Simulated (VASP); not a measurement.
# Al (Fm-3m) in VASP: further runs

Al is run at these levels: r2SCAN; tasks: single point.

All numbers are computed with VASP 6.6.1; they aren't measurements. Logs are shortened: lines on timing, memory, paths and dates and some standing lists are left out, and cuts for length are marked.

## Step 1: The cell of the first run

Symmetry: Fm-3m, No. 225, cubic system. The conventional cell has a = 4.018 Å, b = 4.018 Å, c = 4.018 Å, α = 90.00°, β = 90.00°, γ = 90.00°. Al (site symmetry m-3m) has 12 Al at 2.84 Å within 3.7 Å.

## Step 2: Single point, r2SCAN (volume scaled by 1.020)

Contents of POSCAR:

```
Al
1.0
    0.0000000000      2.0088600620      2.0088600620
    2.0088600620      0.0000000000      2.0088600620
    2.0088600620      2.0088600620      0.0000000000
Al
1
Direct
    0.0000000000      0.0000000000      0.0000000000
```

Contents of INCAR.step1:

```
SYSTEM = Al
ALGO     = Normal         ! electronic algorithm
EDIFF    = 1E-4           ! SCF threshold, eV
ENCUT    = 520            ! plane-wave cutoff, eV
GGA      = PE             ! functional
ISMEAR   = 0              ! smearing method
LASPH    = .TRUE.         ! aspherical terms in the spheres
LCHARG   = .FALSE.        ! write CHGCAR
LREAL    = .FALSE.        ! projectors in reciprocal space
LWAVE    = .TRUE.         ! write WAVECAR
NBANDS   = 8              ! bands
NELM     = 60             ! most SCF steps
PREC     = Accurate       ! precision mode
SIGMA    = 0.05           ! smearing width, eV
```

Contents of INCAR.step2:

```
SYSTEM = Al
ALGO     = Normal         ! electronic algorithm
EDIFF    = 1E-6           ! SCF threshold, eV
ENCUT    = 520            ! plane-wave cutoff, eV
ISIF     = 2              ! what is computed and relaxed
ISMEAR   = 0              ! smearing method
ISTART   = 1            
LASPH    = .TRUE.         ! aspherical terms in the spheres
LCHARG   = .FALSE.        ! write CHGCAR
LMIXTAU  = .TRUE.       
LREAL    = .FALSE.        ! projectors in reciprocal space
LWAVE    = .FALSE.        ! write WAVECAR
METAGGA  = R2SCAN         ! meta-GGA
NBANDS   = 8              ! bands
NELM     = 60             ! most SCF steps
PREC     = Accurate       ! precision mode
SIGMA    = 0.05           ! smearing width, eV
```

Contents of KPOINTS:

```
k-points
0
G
  18 18 18
  0 0 0
```

Potentials or basis: VASP PAW PBE potentials, release 64 (Al).

The run is started by

```
cat potpaw_PBE.64/Al/POTCAR > POTCAR
cp INCAR.step1 INCAR
mpirun -np 1 vasp_std > vasp.out
cp INCAR.step2 INCAR
mpirun -np 1 vasp_std > vasp.out
```

OUTCAR:

```text
SYSTEM = Al
   EDIFF = 1E-6
   ENCUT = 520
   ISIF = 2
   ISMEAR = 0
   ISTART = 1
   LASPH = .TRUE.
   LREAL = .FALSE.
   METAGGA = R2SCAN
   NELM = 60
   PREC = Accurate

 ion  position               nearest neighbor table
   1  0.000  0.000  0.000-

  LATTYP: Found a face centered cubic cell.
 ALAT       =     4.0177201240

  Lattice vectors:

 A1 = (   0.0000000000,   2.0088600620,   2.0088600620)
 A2 = (   2.0088600620,   0.0000000000,   2.0088600620)
 A3 = (   2.0088600620,   2.0088600620,   0.0000000000)

Analysis of symmetry for initial positions (statically):
=====================================================================
 Subroutine PRICEL returns:
 Original cell was already a primitive cell.

 Routine SETGRP: Setting up the symmetry group for a
 face centered cubic supercell.

 Subroutine GETGRP returns: Found 48 space group operations
 (whereof 48 operations were pure point group operations)
 out of a pool of 48 trial point group operations.

The static configuration has the point symmetry O_h .

Analysis of symmetry for dynamics (positions and initial velocities):
=====================================================================
 Subroutine PRICEL returns:
 Original cell was already a primitive cell.

 Routine SETGRP: Setting up the symmetry group for a
 face centered cubic supercell.

 Subroutine GETGRP returns: Found 48 space group operations
 (whereof 48 operations were pure point group operations)
 out of a pool of 48 trial point group operations.

The dynamic configuration has the point symmetry O_h .

 Subroutine INISYM returns: Found 48 space group operations
 (whereof 48 operations are pure point group operations),
 and found     1 'primitive' translations

----------------------------------------------------------------------------------------

                                     Primitive cell

  volume of cell :      16.2136

  direct lattice vectors                    reciprocal lattice vectors
     0.000000000  2.008860062  2.008860062    -0.248897377  0.248897377  0.248897377
     2.008860062  0.000000000  2.008860062     0.248897377 -0.248897377  0.248897377
     2.008860062  2.008860062  0.000000000     0.248897377  0.248897377 -0.248897377

  length of vectors
     2.840957145  2.840957145  2.840957145     0.431102903  0.431102903  0.431102903

  position of ions in fractional coordinates (direct lattice)
     0.000000000  0.000000000  0.000000000

  ion indices of the primitive-cell ions
   primitive index   ion index
                 1           1

----------------------------------------------------------------------------------------

 KPOINTS: k-points

Automatic generation of k-mesh.
 Grid dimensions read from file:
 generate k-points for:   18   18   18

 Generating k-lattice:

  Cartesian coordinates                     Fractional coordinates (reciprocal lattice)
    -0.013827632  0.013827632  0.013827632     0.055555556  0.000000000  0.000000000
     0.013827632 -0.013827632  0.013827632     0.000000000  0.055555556  0.000000000
     0.013827632  0.013827632 -0.013827632     0.000000000  0.000000000  0.055555556

  Length of vectors
     0.023950161  0.023950161  0.023950161

  Shift w.r.t. Gamma in fractional coordinates (k-lattice)
     0.000000000  0.000000000  0.000000000

 Subroutine IBZKPT returns following result:
 ===========================================

 Found    195 irreducible k-points:

 Following reciprocal coordinates:
            Coordinates               Weight
  0.000000  0.000000  0.000000      1.000000
  0.055556  0.000000  0.000000      8.000000
  0.111111  0.000000  0.000000      8.000000
  0.166667  0.000000  0.000000      8.000000
  0.222222  0.000000  0.000000      8.000000
  0.277778  0.000000  0.000000      8.000000
[... 16 lines left out ...]
 -0.277778  0.055556  0.000000     24.000000
 -0.222222  0.055556  0.000000     24.000000
 [... further k-points ...]
   k-points           NKPTS =    195   k-points in BZ     NKDIM =    195   number of bands    NBANDS=      8
   number of dos      NEDOS =    301   number of ions     NIONS =      1
   total plane-waves  NPLWV =  13824
   dimension x,y,z NGX =    24 NGY =   24 NGZ =   24
   dimension x,y,z NGXF=    48 NGYF=   48 NGZF=   48
   ions per type =               1
   NGX,Y,Z   is equivalent  to a cutoff of  14.04, 14.04, 14.04 a.u.
   NGXF,Y,Z  is equivalent  to a cutoff of  28.09, 28.09, 28.09 a.u.
 SYSTEM =  Al
   PREC   = accura    normal or accurate (medium, high low for compatibility)
   ISTART =      1    job   : 0-new  1-cont  2-samecut
   ICHARG =      0    charge: 1-file 2-atom 10-const
   ISPIN  =      1    spin polarized calculation?
   LNONCOLLINEAR =      F non collinear calculations
   LSORBIT =      F    spin-orbit coupling
   LASPH  =      T    aspherical Exc in radial PAW
   ENCUT  =  520.0 eV  38.22 Ry    6.18 a.u.   5.28  5.28  5.28*2*pi/ulx,y,z
   NELM   =     60;   NELMIN=  2; NELMDL=  0     # of ELM steps
   EDIFF  = 0.1E-05   stopping-criterion for ELM
   LREAL  =      F    real-space projection
   EDIFFG = 0.1E-04   stopping-criterion for IOM
   NSW    =      0    number of steps for IOM
   IBRION =     -1    ionic relax: 0-MD 1-quasi-New 2-CG
   NFREE  =      0    steps in history (QN), initial steepest desc. (CG)
   ISIF   =      2    stress and relaxation
   ISYM   =      2    0-nonsym 1-usesym 2-fastsym
   POTIM  = 0.5000    time-step for ionic-motion
   TEBEG  =    0.0;   TEEND  =   0.0 temperature during run
   PSTRESS=    0.0 pullay stress
   NELECT =       3.0000    total number of electrons
   NUPDOWN=      -1.0000    fix difference up-down
   EMIN   =  10.00;   EMAX   =-10.00  energy-range for DOS
   EFERMI =   0.00;   METHOD = LEGACY
   ISMEAR =     0;   SIGMA  =   0.05  broadening in eV -4-tet -1-fermi 0-gaus
   EFERMI_NEDOS =   21; number of points for ismear=-14 and -15
   IALGO  =     38    algorithm
   IMIX   =      4    mixing-type and parameters
     AMIX     =   0.40;   BMIX     =  1.00
     AMIX_MAG =   1.60;   BMIX_MAG =  1.00
  volume/ion in A,a.u.               =      16.21       109.41
  Fermi-wavevector in a.u.,A,eV,Ry     =   0.932872  1.762873 11.840482  0.870251
  Thomas-Fermi vector in A             =   2.059515
   LORBIT       =      0    0 simple, 1 ext, 2 COOP (PROOUT), +10 PAW based schemes
   METAGGA = R2SCAN    functional components
   LHFCALC =     F    Hartree Fock is set to
   AEXX    =    0.0000 exact exchange contribution
   IVDW    =     0    specifies the selected vdW correction
   LEPSILON=     F    determine dielectric tensor
   LRPA    =     F    only Hartree local field effects (RPA)
 non-spin polarized calculation
 Gauss-broadening in eV      SIGMA  =   0.05
  energy-cutoff  :      520.00
  volume of cell :       16.21
 maximum number of plane-waves:       448
 NGX is ok and might be reduce to    24
   NGX = 11   NGY = 11   NGZ = 11

 number of electron       3.0000000 magnetization

 Free energy of the ion-electron system (eV)
  ---------------------------------------------------
  ext. energy  EPLUGINS =         0.00000000
  ---------------------------------------------------
  free energy    TOTEN  =        -6.73352893 eV

  energy without entropy =       -6.73262784  energy(sigma->0) =       -6.73307839

 E-fermi :   8.1920     XC(G=0): -10.9711

 val. band max:        8.1878647433   @ k =  -0.4444   0.3333   0.1111
 cond. band min:       8.1977114983   @ k =  -0.2222   0.3889   0.1667
 fundamental gap:      0.0098467550
 Fermi energy:         8.1920106477

 k-point     1 :       0.0000    0.0000    0.0000
  band No.  band energies     occupation
      1      -3.7621      2.00000
      2      21.6216      0.00000
      3      21.6216      0.00000
      4      21.6216      0.00000
      5      23.6636      0.00000
      6      23.6636      0.00000
      7      23.6636      0.00000
      8      25.6898      0.00000

 k-point     2 :       0.0556    0.0000    0.0000
  band No.  band energies     occupation
      1      -3.6718      2.00000
      2      20.0832      0.00000
      3      21.3516      0.00000
      4      21.3516      0.00000
      5      24.0770      0.00000
      6      24.0771      0.00000
      7      24.1513      0.00000
      8      26.6756      0.00000

 k-point     3 :       0.1111    0.0000    0.0000
  band No.  band energies     occupation
      1      -3.4015      2.00000
      2      17.7202      0.00000
      3      20.8604      0.00000
      4      20.8604      0.00000
      5      24.1496      0.00000
      6      24.9750      0.00000
      7      24.9750      0.00000
      8      27.3674      0.00000

 k-point     4 :       0.1667    0.0000    0.0000
  band No.  band energies     occupation
      1      -2.9521      2.00000
      2      15.3274      0.00000
      3      20.4112      0.00000
      4      20.4112      0.00000
      5      23.9491      0.00000
      6      25.6068      0.00000
      7      25.6068      0.00000
      8      26.6649      0.00000

 k-point     5 :       0.2222    0.0000    0.0000
  band No.  band energies     occupation
      1      -2.3252      2.00000
      2      13.0125      0.00000
      3      20.0751      0.00000
      4      20.0751      0.00000
      5      23.7508      0.00000
      6      24.6600      0.00000
      7      24.6600      0.00000
      8      27.7706      0.00000
[... 177 lines left out ...]
 k-point    22 :      -0.3333    0.0556    0.0000
  band No.  band energies     occupation
      1      -0.1093      2.00000
      2       8.1526      1.73492
      3      18.0242      0.00000
      4      21.0444      0.00000
      5      21.2373      0.00000
      6      22.7176      0.00000
      7      24.3733      0.00000
      8      27.4537      0.00000

 k-point    23 :      -0.2778    0.0556    0.0000
  band No.  band energies     occupation
      1      -1.1390      2.00000
      2      10.1726      0.00000
      3      18.0448      0.00000
      4      21.1301      0.00000
      5      22.0909      0.00000
      6      23.6315      0.00000
      7      24.3375      0.00000
      8      28.3040      0.00000

 k-point    24 :      -0.2222    0.0556    0.0000
  band No.  band energies     occupation
      1      -1.9980      2.00000
      2      12.3244      0.00000
      3      18.2184      0.00000
      4      21.2676      0.00000
      5      23.1631      0.00000
      6      24.2933      0.00000
      7      24.7967      0.00000
      8      27.1199      0.00000

 [... further k-points ...]

------------------------ aborting loop because EDIFF is reached ----------------------------------------

  FORCE on cell =-STRESS in cart. coord.  units (eV):
  Direction    XX          YY          ZZ          XY          YZ          ZX
  --------------------------------------------------------------------------------------
  -------------------------------------------------------------------------------------
  Total       -0.2048639     -0.2048639     -0.2048639     -0.0000000     -0.0000000      0.0000000
  in kB      -20.2440280    -20.2440280    -20.2440280     -0.0000000     -0.0000000      0.0000000
  external PRESSURE =     -20.2440280 kB  Pullay stress =       0.0000000 kB

 VOLUME and BASIS-vectors are now :
 -----------------------------------------------------------------------------
  energy-cutoff  :      520.00
  volume of cell :       16.21
      direct lattice vectors                 reciprocal lattice vectors
     0.000000000  2.008860062  2.008860062    -0.248897377  0.248897377  0.248897377
     2.008860062  0.000000000  2.008860062     0.248897377 -0.248897377  0.248897377
     2.008860062  2.008860062  0.000000000     0.248897377  0.248897377 -0.248897377

 POSITION                                       TOTAL-FORCE (eV/Angst)
 -----------------------------------------------------------------------------------
      0.00000      0.00000      0.00000         0.000000      0.000000      0.000000
 -----------------------------------------------------------------------------------
    total drift:                                0.000000      0.000000      0.000000

  FREE ENERGIE OF THE ION-ELECTRON SYSTEM (eV)
  ---------------------------------------------------
  free  energy   TOTEN  =        -6.7335289281 eV

  energy  without entropy=       -6.7326278444  energy(sigma->0) =       -6.73307839
```

It took 71 s on 1 thread of Intel Xeon Platinum 8259CL at 2.50GHz (Skylake/Cascade Lake), shared host; peak memory 0.15 GiB.

What came out:

```yaml
Free_energy: -6.7335 eV
Pressure: -2.0 GPa
```

Caveat: the PAW data sets were made with another functional, which shifts forces and pressure a little.

(Part 1 of 2 ends here.)
